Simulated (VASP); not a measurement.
The system is Ti.

```
Ti
1.0
    -1.64100    1.64100    1.64100
     1.64100   -1.64100    1.64100
     1.64100    1.64100   -1.64100
Ti
1
Direct
  0.00000 0.00000 0.00000
```

- Program: VASP 6.6.1
- Task: relaxation of cell and atoms
- Functional: RPBE
- Dispersion: D3(BJ)
- Potentials or basis: VASP PAW PBE potentials, release 64 (Ti_sv)
- Cutoff: 600 eV
- k mesh: 11 × 11 × 11
- Occupations: fermi-dirac, width 0.05 eV
- Spin: no spin polarisation

At the start: pressure -36.6 GPa; volume 17.68 Å³/atom.

Task: Where does the relaxation end?

Result: Over 4 steps the energy falls by 754.7 meV/atom and the volume is 12.36 Å³/atom (-30.1 %); space group Im-3m (No. 229, to 0.05 Å).

Step by step:
```csv
step,energy change (eV),largest force (eV/Å),pressure (GPa),volume (Å³)
1,0.0000,0.0000,-36.58,17.68
2,-0.2072,0.0000,66.85,9.23
3,-0.7539,0.0000,-1.91,12.49
4,-0.7547,0.0000,-0.11,12.36
```

Final structure:
```yaml
crystal:
  lattice:
    - [-1.45658, 1.45658, 1.45658]
    - [1.45658, -1.45658, 1.45658]
    - [1.45658, 1.45658, -1.45658]
  atoms:
    - { symbol: Ti, position: [0.00000, 0.00000, 0.00000] }
```

Caveat: the volume moved by over 15 % at a fixed basis, so the end points are rough; the PAW data sets were made with another functional, which shifts forces and pressure a little; the volume moved by -30 % from the deposited cell, more than functionals usually miss; pairwise dispersion overbinds metals, which lowers pressure and volume.
